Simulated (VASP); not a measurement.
Set up this calculation in VASP 6.6.1, as the native input.

| Item | Value |
| --- | --- |
| Task | single point |
| Functional | PBEsol |
| Potentials or basis | VASP PAW PBE potentials, release 64 (Ti_sv, O) |
| Cutoff | 520 eV |
| k mesh | 4 × 4 × 6 |
| Occupations | gaussian, width 0.01 eV |
| Spin | no spin polarisation |
| Dipole correction | no |
| Further INCAR settings | ALGO = Normal; EDIFF = 1e-07; NBANDS = 33 |

The structure of TiO2 (Rutile) lies in POSCAR:

```
TiO2
1.0
    4.6526306142      0.0000000000      0.0000000000
    0.0000000000      4.6526306142      0.0000000000
    0.0000000000      0.0000000000      2.9963176209
Ti O
2 4
Direct
    0.0000000000      0.0000000000      0.0000000000
    0.5000000000      0.5000000000      0.5000000000
    0.3049600000      0.3049600000      0.0000000000
    0.1950400000      0.8049600000      0.5000000000
    0.6950400000      0.6950400000      0.0000000000
    0.8049600000      0.1950400000      0.5000000000
```

The input as run:

INCAR

```
SYSTEM = TiO2
ALGO = Normal ; EDIFF = 1E-7
ENCUT = 520 ; GGA = PS
ISIF = 2 ; ISMEAR = 0
LASPH = .TRUE. ; LCHARG = .TRUE.
LELF = .TRUE. ; LREAL = .FALSE.
LVHAR = .TRUE. ; LWAVE = .FALSE.
NBANDS = 33 ; NELM = 100
PREC = Accurate ; SIGMA = 0.01
```

KPOINTS

```
k-points
0
G
  4 4 6
  0 0 0
```

Potentials or basis: VASP PAW PBE potentials, release 64 (Ti_sv, O).

The run is started by

```bash
$ cat potpaw_PBE.64/Ti_sv/POTCAR potpaw_PBE.64/O/POTCAR > POTCAR
$ mpirun -np 1 vasp_std > vasp.out
```

Results of the run:

```json
{"Pressure": "-9.7 GPa", "Largest force": "0.132 eV/Å", "Band gap on the k mesh": "1.74 eV, direct"}
```

Caveat: the PAW data sets were made with another functional, which shifts forces and pressure a little.

Wall time 41 s on 1 thread of Intel(R) Xeon(R) Platinum 8488C (Sapphire Rapids) (shared host), peak memory 0.19 GiB.
